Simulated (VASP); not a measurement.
# W (Im-3m) in VASP: settings compared

Aim: see how the results for W move with the level of theory and the settings. Levels: PBE, RPBE, PBEsol, revPBE. Tasks: single point.

All numbers are computed with VASP 6.6.1; they aren't measurements. Logs are shortened: lines on timing, memory, paths and dates and some standing lists are left out, and cuts for length are marked.

## (1) The cell of the first run

Symmetry: Im-3m, No. 229, cubic system. The conventional cell has a = 3.170 Å, b = 3.170 Å, c = 3.170 Å, α = 90.00°, β = 90.00°, γ = 90.00°. Within 3.6 Å of W (site symmetry m-3m) lie 14 W at 2.75 to 3.17 Å.

## (2) Single point, PBE

Input file INCAR:

```
ALGO = Normal
EDIFF = 1E-6
ENCUT = 520
GGA = PE
ISIF = 2
ISMEAR = 0
LASPH = T
LCHARG = F
LREAL = F
LWAVE = F
NBANDS = 13
NELM = 60
PREC = Accurate
SIGMA = 0.1
```

Input file KPOINTS:

```
k-points
0
Gamma
  6 6 6
```

Input file POSCAR:

```
W
1.0
   -1.5851577801      1.5851577801      1.5851577801
    1.5851577801     -1.5851577801      1.5851577801
    1.5851577801      1.5851577801     -1.5851577801
W
1
Direct
    0.1577130070      0.1577130070      0.0000000000
```

Potentials or basis: VASP PAW PBE potentials, release 64 (W_sv).

On the command line:

```sh
$ cat potpaw_PBE.64/W_sv/POTCAR > POTCAR
$ mpirun -np 1 vasp_std > vasp.out
```

OUTCAR:

```text
EDIFF = 1E-6
   ENCUT = 520
   GGA = PE
   ISIF = 2
   ISMEAR = 0
   LASPH = T
   LREAL = F
   NELM = 60
   PREC = Accurate

 ion  position               nearest neighbor table
   1  0.158  0.158  0.000-

  LATTYP: Found a body centered cubic cell.
 ALAT       =     3.1703155602

  Lattice vectors:

 A1 = (  -1.5851577801,   1.5851577801,   1.5851577801)
 A2 = (   1.5851577801,  -1.5851577801,   1.5851577801)
 A3 = (   1.5851577801,   1.5851577801,  -1.5851577801)

Analysis of symmetry for initial positions (statically):
=====================================================================
 Subroutine PRICEL returns:
 Original cell was already a primitive cell.

 Routine SETGRP: Setting up the symmetry group for a
 body centered cubic supercell.

 Subroutine GETGRP returns: Found 48 space group operations
 (whereof  8 operations were pure point group operations)
 out of a pool of 48 trial point group operations.

The static configuration has the point symmetry C_4v.
 The point group associated with its full space group is O_h .

Analysis of symmetry for dynamics (positions and initial velocities):
=====================================================================
 Subroutine PRICEL returns:
 Original cell was already a primitive cell.

 Routine SETGRP: Setting up the symmetry group for a
 body centered cubic supercell.

 Subroutine GETGRP returns: Found 48 space group operations
 (whereof  8 operations were pure point group operations)
 out of a pool of 48 trial point group operations.

The dynamic configuration has the point symmetry C_4v.
 The point group associated with its full space group is O_h .

 Subroutine INISYM returns: Found 48 space group operations
 (whereof  8 operations are pure point group operations),
 and found     1 'primitive' translations

----------------------------------------------------------------------------------------

                                     Primitive cell

  volume of cell :      15.9323

  direct lattice vectors                    reciprocal lattice vectors
    -1.585157780  1.585157780  1.585157780     0.000000000  0.315426014  0.315426014
     1.585157780 -1.585157780  1.585157780     0.315426014  0.000000000  0.315426014
     1.585157780  1.585157780 -1.585157780     0.315426014  0.315426014  0.000000000

  length of vectors
     2.745573813  2.745573813  2.745573813     0.446079747  0.446079747  0.446079747

  position of ions in fractional coordinates (direct lattice)
     0.157713007  0.157713007  0.000000000

  ion indices of the primitive-cell ions
   primitive index   ion index
                 1           1

----------------------------------------------------------------------------------------

 KPOINTS: k-points

Automatic generation of k-mesh.
 Grid dimensions read from file:
 generate k-points for:    6    6    6

 Generating k-lattice:

  Cartesian coordinates                     Fractional coordinates (reciprocal lattice)
     0.000000000  0.052571002  0.052571002     0.166666667  0.000000000  0.000000000
     0.052571002  0.000000000  0.052571002     0.000000000  0.166666667  0.000000000
     0.052571002  0.052571002  0.000000000     0.000000000  0.000000000  0.166666667

  Length of vectors
     0.074346624  0.074346624  0.074346624

  Shift w.r.t. Gamma in fractional coordinates (k-lattice)
     0.000000000  0.000000000  0.000000000

 Subroutine IBZKPT returns following result:
 ===========================================

 Found     16 irreducible k-points:

 Following reciprocal coordinates:
            Coordinates               Weight
  0.000000  0.000000  0.000000      1.000000
  0.166667  0.000000  0.000000     12.000000
  0.333333  0.000000  0.000000     12.000000
  0.500000  0.000000  0.000000      6.000000
  0.166667  0.166667  0.000000     24.000000
  0.333333  0.166667  0.000000     48.000000
[... 8 lines left out ...]
  0.500000  0.500000  0.333333     12.000000
  0.500000  0.500000  0.500000      1.000000
   k-points           NKPTS =     16   k-points in BZ     NKDIM =     16   number of bands    NBANDS=     13
   number of dos      NEDOS =    301   number of ions     NIONS =      1
   total plane-waves  NPLWV =   8000
   dimension x,y,z NGX =    20 NGY =   20 NGZ =   20
   dimension x,y,z NGXF=    40 NGYF=   40 NGZF=   40
   ions per type =               1
   NGX,Y,Z   is equivalent  to a cutoff of  12.11, 12.11, 12.11 a.u.
   NGXF,Y,Z  is equivalent  to a cutoff of  24.22, 24.22, 24.22 a.u.
 SYSTEM =  unknown system
   PREC   = accura    normal or accurate (medium, high low for compatibility)
   ISTART =      0    job   : 0-new  1-cont  2-samecut
   ICHARG =      2    charge: 1-file 2-atom 10-const
   ISPIN  =      1    spin polarized calculation?
   LNONCOLLINEAR =      F non collinear calculations
   LSORBIT =      F    spin-orbit coupling
   LASPH  =      T    aspherical Exc in radial PAW
   ENCUT  =  520.0 eV  38.22 Ry    6.18 a.u.   5.10  5.10  5.10*2*pi/ulx,y,z
   NELM   =     60;   NELMIN=  2; NELMDL= -5     # of ELM steps
   EDIFF  = 0.1E-05   stopping-criterion for ELM
   LREAL  =      F    real-space projection
   EDIFFG = 0.1E-04   stopping-criterion for IOM
   NSW    =      0    number of steps for IOM
   IBRION =     -1    ionic relax: 0-MD 1-quasi-New 2-CG
   NFREE  =      0    steps in history (QN), initial steepest desc. (CG)
   ISIF   =      2    stress and relaxation
   ISYM   =      2    0-nonsym 1-usesym 2-fastsym
   POTIM  = 0.5000    time-step for ionic-motion
   TEBEG  =    0.0;   TEEND  =   0.0 temperature during run
   PSTRESS=    0.0 pullay stress
   NELECT =      14.0000    total number of electrons
   NUPDOWN=      -1.0000    fix difference up-down
   EMIN   =  10.00;   EMAX   =-10.00  energy-range for DOS
   EFERMI =   0.00;   METHOD = LEGACY
   ISMEAR =     0;   SIGMA  =   0.10  broadening in eV -4-tet -1-fermi 0-gaus
   EFERMI_NEDOS =   21; number of points for ismear=-14 and -15
   IALGO  =     38    algorithm
   IMIX   =      4    mixing-type and parameters
     AMIX     =   0.40;   BMIX     =  1.00
     AMIX_MAG =   1.60;   BMIX_MAG =  1.00
  volume/ion in A,a.u.               =      15.93       107.52
  Fermi-wavevector in a.u.,A,eV,Ry     =   1.568044  2.963174 33.453504  2.458763
  Thomas-Fermi vector in A             =   2.670134
   LORBIT       =      0    0 simple, 1 ext, 2 COOP (PROOUT), +10 PAW based schemes
   GGA     = PE    functional components
   LHFCALC =     F    Hartree Fock is set to
   AEXX    =    0.0000 exact exchange contribution
   IVDW    =     0    specifies the selected vdW correction
   LEPSILON=     F    determine dielectric tensor
   LRPA    =     F    only Hartree local field effects (RPA)
 non-spin polarized calculation
 Gauss-broadening in eV      SIGMA  =   0.10
  energy-cutoff  :      520.00
  volume of cell :       15.93
 maximum number of plane-waves:       438
   NGX = 11   NGY = 11   NGZ = 11

 number of electron      14.0000001 magnetization

 Free energy of the ion-electron system (eV)
  ---------------------------------------------------
  ext. energy  EPLUGINS =         0.00000000
  ---------------------------------------------------
  free energy    TOTEN  =       -12.99945068 eV

  energy without entropy =      -12.99833693  energy(sigma->0) =      -12.99889380

 E-fermi :  11.5738     XC(G=0): -13.6042

 val. band max:       11.4384258962   @ k =   0.1667   0.0000   0.0000
 cond. band min:      11.7192851260   @ k =   0.5000   0.5000   0.1667
 fundamental gap:      0.2808592298
 Fermi energy:        11.5737683840

 k-point     1 :       0.0000    0.0000    0.0000
  band No.  band energies     occupation
      1     -62.7658      2.00000
      2     -26.3403      2.00000
      3     -26.3403      2.00000
      4     -26.3403      2.00000
      5       1.7588      2.00000
      6      10.1745      2.00000
      7      10.1745      2.00000
      8      10.1745      2.00000
      9      13.6417      0.00000
     10      13.6418      0.00000
     11      25.8719      0.00000
     12      25.8719      0.00000
     13      25.8719      0.00000

 k-point     2 :       0.1667    0.0000    0.0000
  band No.  band energies     occupation
      1     -62.7332      2.00000
      2     -26.6774      2.00000
      3     -26.4466      2.00000
      4     -26.3420      2.00000
      5       2.9983      2.00000
      6       9.4712      2.00000
      7       9.8647      2.00000
      8      11.4384      1.94438
      9      12.9467      0.00000
     10      13.6879      0.00000
     11      26.6070      0.00000
     12      28.0277      0.00000
     13      28.1893      0.00000

 k-point     3 :       0.3333    0.0000    0.0000
  band No.  band energies     occupation
      1     -62.6674      2.00000
      2     -27.3109      2.00000
      3     -26.6533      2.00000
      4     -26.3456      2.00000
      5       4.9818      2.00000
      6       8.3288      2.00000
      7       9.9036      2.00000
      8      13.3882      0.00000
      9      14.0889      0.00000
     10      14.7817      0.00000
     11      24.6249      0.00000
     12      25.5266      0.00000
     13      32.4232      0.00000

 k-point     4 :       0.5000    0.0000    0.0000
  band No.  band energies     occupation
      1     -62.6343      2.00000
      2     -27.6101      2.00000
      3     -26.7539      2.00000
      4     -26.3475      2.00000
      5       5.1342      2.00000
      6       7.8453      2.00000
      7      12.0291      0.00000
      8      13.5355      0.00000
      9      14.5115      0.00000
     10      17.5131      0.00000
     11      22.3962      0.00000
     12      22.8362      0.00000
     13      28.1408      0.00000

 k-point     5 :       0.1667    0.1667    0.0000
  band No.  band energies     occupation
      1     -62.6839      2.00000
      2     -27.1078      2.00000
      3     -26.5842      2.00000
      4     -26.4179      2.00000
      5       4.9135      2.00000
      6       8.7859      2.00000
      7       8.9601      2.00000
      8      12.6041      0.00000
      9      14.0777      0.00000
     10      14.3214      0.00000
     11      26.1592      0.00000
     12      27.7507      0.00000
     13      29.8746      0.00000
[... 129 lines left out ...]
 k-point    14 :      -0.3333    0.3333    0.3333
  band No.  band energies     occupation
      1     -62.5877      2.00000
      2     -27.1831      2.00000
      3     -27.0027      2.00000
      4     -27.0027      2.00000
      5       6.8934      2.00000
      6       6.9584      2.00000
      7      12.3000      0.00000
      8      12.3000      0.00000
      9      14.4046      0.00000
     10      15.3685      0.00000
     11      26.6622      0.00000
     12      26.6622      0.00000
     13      27.6171      0.00000

 k-point    15 :       0.5000    0.5000    0.3333
  band No.  band energies     occupation
      1     -62.5610      2.00000
      2     -27.3273      2.00000
      3     -27.1146      2.00000
      4     -27.0193      2.00000
      5       6.2539      2.00000
      6       6.5599      2.00000
      7      12.7279      0.00000
      8      12.9061      0.00000
      9      16.7638      0.00000
     10      19.2898      0.00000
     11      20.9619      0.00000
     12      23.2476      0.00000
     13      30.8109      0.00000

 k-point    16 :       0.5000    0.5000    0.5000
  band No.  band energies     occupation
      1     -62.5364      2.00000
      2     -27.2299      2.00000
      3     -27.2299      2.00000
      4     -27.2299      2.00000
      5       5.5833      2.00000
      6       5.5833      2.00000
      7      16.5347      0.00000
      8      16.5347      0.00000
      9      16.5347      0.00000
     10      19.5799      0.00000
     11      19.5799      0.00000
     12      19.5799      0.00000
     13      27.4679      0.00000

------------------------ aborting loop because EDIFF is reached ----------------------------------------

  FORCE on cell =-STRESS in cart. coord.  units (eV):
  Direction    XX          YY          ZZ          XY          YZ          ZX
  --------------------------------------------------------------------------------------
  -------------------------------------------------------------------------------------
  Total        0.2583039      0.2583039      0.2583039     -0.0000000     -0.0000000     -0.0000000
  in kB       25.9755069     25.9755069     25.9755069     -0.0000000     -0.0000000     -0.0000000
  external PRESSURE =      25.9755069 kB  Pullay stress =       0.0000000 kB

 VOLUME and BASIS-vectors are now :
 -----------------------------------------------------------------------------
  energy-cutoff  :      520.00
  volume of cell :       15.93
      direct lattice vectors                 reciprocal lattice vectors
    -1.585157780  1.585157780  1.585157780     0.000000000  0.315426014  0.315426014
     1.585157780 -1.585157780  1.585157780     0.315426014  0.000000000  0.315426014
     1.585157780  1.585157780 -1.585157780     0.315426014  0.315426014  0.000000000

 POSITION                                       TOTAL-FORCE (eV/Angst)
 -----------------------------------------------------------------------------------
      0.00000      0.00000      0.50000         0.000000      0.000000     -0.000000
 -----------------------------------------------------------------------------------
    total drift:                               -0.000000     -0.000000      0.000018

  FREE ENERGIE OF THE ION-ELECTRON SYSTEM (eV)
  ---------------------------------------------------
  free  energy   TOTEN  =       -12.9994506781 eV

  energy  without entropy=      -12.9983369314  energy(sigma->0) =      -12.99889380
```

Wall time 3.2 s (1 thread of Intel Xeon Platinum 8259CL at 2.50GHz (Skylake/Cascade Lake), shared host); peak memory 0.12 GiB.

What came out:

```
Free energy            : -12.9995 eV
Pressure               : 2.6 GPa
Band gap on the k mesh : zero (band 7 reaches 16.53 eV, above the bottom of band 8 at 10.17 eV)
```

Caveat: the k points lie up to 0.47 Å⁻¹ apart; spin-orbit coupling is left out, which moves the levels of the heavy elements.

[end of part 1 of 3]
